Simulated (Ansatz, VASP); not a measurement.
**As in VASP and in Ansatz**

```
As
1.0
     1.79949   -5.62365    0.00000
     1.79949    5.62365    0.00000
     0.00000    0.00000    4.67103
As
4
Direct
  0.10425 0.89575 0.92647
  0.60425 0.39575 0.57353
  0.89575 0.10425 0.07353
  0.39575 0.60425 0.42647
```

Alike in both runs: task single point; functional r2SCAN; k mesh 10 × 10 × 8; occupations fermi-dirac, width 0.1 eV; no spin polarisation.

```csv
,VASP,Ansatz
version,VASP 6.6.1,Ansatz 0.2.0
potentials or method,"VASP PAW PBE potentials, release 64 (As), cutoff 520 eV","plane waves (500 eV) with PAW, scalar-relativistic"
valence electrons in the cell,20,60
```

VASP gave:

```
pressure (GPa)                                                : 3.0
traceless stress, the component that is largest in VASP (GPa) : 0.24
```

What did Ansatz give for the same quantities?

Pressure (GPa): 2.8; traceless stress, the component that is largest in VASP (GPa): 0.29.

VASP's potentials were made for PBE, not for r2SCAN. With one functional, cell and mesh, what is left measures potentials, basis and numerics. VASP's potentials hold 20 valence electrons a cell and Ansatz's 60, so a difference there can come from the potentials and not from the codes.
